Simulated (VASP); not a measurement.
# As (P6_3/mmc) in VASP: notebook, part 2 of 2

VASP 6.6.1. Earlier steps stand in the parts before.

## (4) Single point, PBEsol (volume scaled by 0.88)

Contents of INCAR:

```
SYSTEM = As
ALGO = Normal
EDIFF = 1E-6
ENCUT = 520
GGA = PS
ISIF = 2
ISMEAR = -1
LASPH = .TRUE.
LCHARG = .TRUE.
LELF = .TRUE.
LREAL = .FALSE.
LVHAR = .TRUE.
LWAVE = .FALSE.
NBANDS = 12
NELM = 100
PREC = Accurate
SIGMA = 0.08
```

Contents of KPOINTS:

```
k-points
0
G
  14 14 8
  0 0 0
```

Contents of POSCAR:

```
As
1.0
    2.8261901716      0.0000000000      0.0000000000
   -1.4130950858      2.4475524845      0.0000000000
    0.0000000000      0.0000000000      4.6821138772
As
2
Direct
    0.3333333333      0.6666666667      0.2500000000
    0.6666666667      0.3333333333      0.7500000000
```

Potentials or basis: VASP PAW PBE potentials, release 64 (As).

The run is started by

```
cat potpaw_PBE.64/As/POTCAR > POTCAR
mpirun -np 1 vasp_std > vasp.out
```

OUTCAR:

```text
SYSTEM = As
   EDIFF = 1E-6
   ENCUT = 520
   GGA = PS
   ISIF = 2
   ISMEAR = -1
   LASPH = .TRUE.
   LREAL = .FALSE.
   NELM = 100
   PREC = Accurate

 ion  position               nearest neighbor table
   1  0.333  0.667  0.250-   2 2.85   2 2.85   2 2.85   2 2.85   2 2.85   2 2.85
   2  0.667  0.333  0.750-   1 2.85   1 2.85   1 2.85   1 2.85   1 2.85   1 2.85

  LATTYP: Found a hexagonal cell.
 ALAT       =     2.8261901716
 C/A-ratio  =     1.6566874813

  Lattice vectors:

 A1 = (   2.8261901716,   0.0000000000,   0.0000000000)
 A2 = (  -1.4130950858,   2.4475524845,   0.0000000000)
 A3 = (   0.0000000000,   0.0000000000,   4.6821138772)

Analysis of symmetry for initial positions (statically):
=====================================================================
 Subroutine PRICEL returns:
 Original cell was already a primitive cell.

 Routine SETGRP: Setting up the symmetry group for a
 hexagonal supercell.

 Subroutine GETGRP returns: Found 24 space group operations
 (whereof 12 operations were pure point group operations)
 out of a pool of 24 trial point group operations.

The static configuration has the point symmetry D_3d.
[... 168 lines left out ...]
 Fermi energy:         8.4555780195

 k-point     1 :       0.0000    0.0000    0.0000
  band No.  band energies     occupation
      1      -8.3523      2.00000
      2      -3.0148      2.00000
      3       0.3034      2.00000
      4      13.4920      0.00000
      5      13.4920      0.00000
      6      15.3781      0.00000
      7      15.4504      0.00000
      8      15.4504      0.00000
      9      19.1374      0.00000
     10      20.4989      0.00000
     11      21.5274      0.00000
     12      21.5274      0.00000
[... 331 lines left out ...]
 k-point    24 :       0.3571    0.2857    0.0000
  band No.  band energies     occupation
      1      -1.7613      2.00000
      2      -0.9983      2.00000
      3       2.3648      2.00000
      4       5.1799      2.00000
      5       5.5688      2.00000
      6       6.7665      2.00000
      7       7.3105      2.00000
      8       7.7510      1.99970
      9      12.6572      0.00000
     10      23.1550      0.00000
     11      24.8268      0.00000
     12      25.6823      0.00000

 [... further k-points ...]
[... 5 lines left out ...]
  --------------------------------------------------------------------------------------
  -------------------------------------------------------------------------------------
  Total        3.1952386      3.1952386      3.1852344      0.0000000      0.0000000      0.0000000
  in kB      158.0660165    158.0660165    157.5711162      0.0000000      0.0000000      0.0000000
  external PRESSURE =     157.9010497 kB  Pullay stress =       0.0000000 kB

 VOLUME and BASIS-vectors are now :
 -----------------------------------------------------------------------------
  energy-cutoff  :      520.00
  volume of cell :       32.39
      direct lattice vectors                 reciprocal lattice vectors
     2.826190172  0.000000000  0.000000000     0.353833231  0.204285711  0.000000000
    -1.413095086  2.447552485  0.000000000     0.000000000  0.408571422  0.000000000
     0.000000000  0.000000000  4.682113877     0.000000000  0.000000000  0.213578744

 POSITION                                       TOTAL-FORCE (eV/Angst)
 -----------------------------------------------------------------------------------
     -0.00000      1.63170      1.17053         0.000000     -0.000000      0.000000
      1.41310      0.81585      3.51159        -0.000000      0.000000      0.000000
 -----------------------------------------------------------------------------------
    total drift:                               -0.000000      0.000000      0.000000

  FREE ENERGIE OF THE ION-ELECTRON SYSTEM (eV)
  ---------------------------------------------------
  free  energy   TOTEN  =        -9.1552382357 eV

  energy  without entropy=       -9.1313503905  energy(sigma->0) =       -9.14329431
```

stdout:

```text
POSCAR found type information on POSCAR As
 POSCAR found :  1 types and       2 ions
 scaLAPACK will be used
 -----------------------------------------------------------------------------
|                                                                             |
|                                                                             |
|     You enforced a specific xc type in the INCAR file but a different       |
|     I HOPE YOU KNOW WHAT YOU ARE DOING!                                     |
|                                                                             |
 -----------------------------------------------------------------------------

 LDA part: xc-table for (Slater+PW92), standard interpolation
 POSCAR, INCAR and KPOINTS ok, starting setup
 FFT: planning ... GRIDC
 FFT: planning ... GRID_SOFT
 FFT: planning ... GRID
 WAVECAR not read
 entering main loop
```

It took 37 s on 1 thread of AMD EPYC 9R45 (Zen 5), shared host; peak memory 0.14 GiB.

What came out:

| Property | Result |
| --- | --- |
| Free energy | -9.1552 eV |
| Pressure | 15.8 GPa |
| Band gap on the k mesh | zero (band 5 reaches 14.51 eV, above the bottom of band 6 at 4.17 eV) |

Levels at points of the mesh, in eV from the Fermi level:
```csv
k point,band 2,band 3,band 4,band 5,band 6,band 7,band 8,band 9
"(0.00, 0.00, 0.00)",-11.47,-8.15,5.04,5.04,6.92,6.99,6.99,10.68
"(0.50, 0.00, 0.00)",-10.02,-5.53,-4.21,-3.18,-0.62,0.71,4.94,5.41
"(0.00, 0.00, 0.50)",-15.16,-1.26,-1.26,6.05,6.05,6.05,6.05,11.96
"(0.50, 0.00, 0.50)",-10.27,-7.40,-7.40,2.26,2.26,2.40,2.40,7.47
```

Caveat: the PAW data sets were made with another functional, which shifts forces and pressure a little.
